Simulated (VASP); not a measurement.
# Pt: single point with PBEsol

Crystal: Pt.

```xyz
2
Lattice="2.5980 0.0000 0.0000 -1.2990 2.2499 0.0000 0.0000 0.0000 4.7854" Properties=species:S:1:pos:R:3 pbc="T T T"
Pt    1.2990    0.7500    3.5891
Pt    0.0000    1.5000    1.1964
```

This isn't the form of Pt at room conditions, which is fcc.

```json
{
  "Program": "VASP 6.6.1",
  "Task": "single point",
  "Functional": "PBEsol",
  "Potentials or basis": "VASP PAW PBE potentials, release 64 (Pt)",
  "Cutoff": "520 eV",
  "k mesh": "18 × 18 × 10",
  "Occupations": "gaussian, width 0.15 eV",
  "Spin": "no spin polarisation",
  "Dipole correction": "no",
  "Further INCAR settings": "ALGO = Fast; EDIFF = 1e-06; NBANDS = 17"
}
```

```
Pressure               : 31.5 GPa
Band gap on the k mesh : zero (bands 10 and 11 overlap by 1.75 eV)
```

Stress tensor (GPa, compression positive):
```
41.34  0.00  0.00
 0.00 41.34  0.00
 0.00  0.00 11.89
```

Levels at points of the mesh, in eV from the Fermi level:
```csv
k point,band 6,band 7,band 8,band 9,band 10,band 11,band 12,band 13,band 14,band 15
"(0.00, 0.00, 0.00)",-3.85,-3.85,-1.76,-1.69,-1.69,-0.16,-0.16,4.69,14.63,15.17
"(0.50, 0.00, 0.00)",-3.33,-2.95,-0.13,0.77,0.94,2.61,4.31,8.04,8.91,10.63
"(0.00, 0.00, 0.50)",-4.14,-4.14,-4.14,-0.78,-0.78,-0.78,-0.78,11.44,11.44,15.68
"(0.50, 0.00, 0.50)",-1.96,-1.15,-1.15,0.86,0.86,1.65,1.65,7.77,7.77,13.90
```

Run time: 45 s on 1 thread of Intel(R) Xeon(R) 6975P-C (Granite Rapids) (shared host), peak memory 0.2 GiB.

Caveat: the cell stands under pressure; the PAW data sets were made with another functional, which shifts forces and pressure a little; spin-orbit coupling is left out, which moves the levels of the heavy elements.
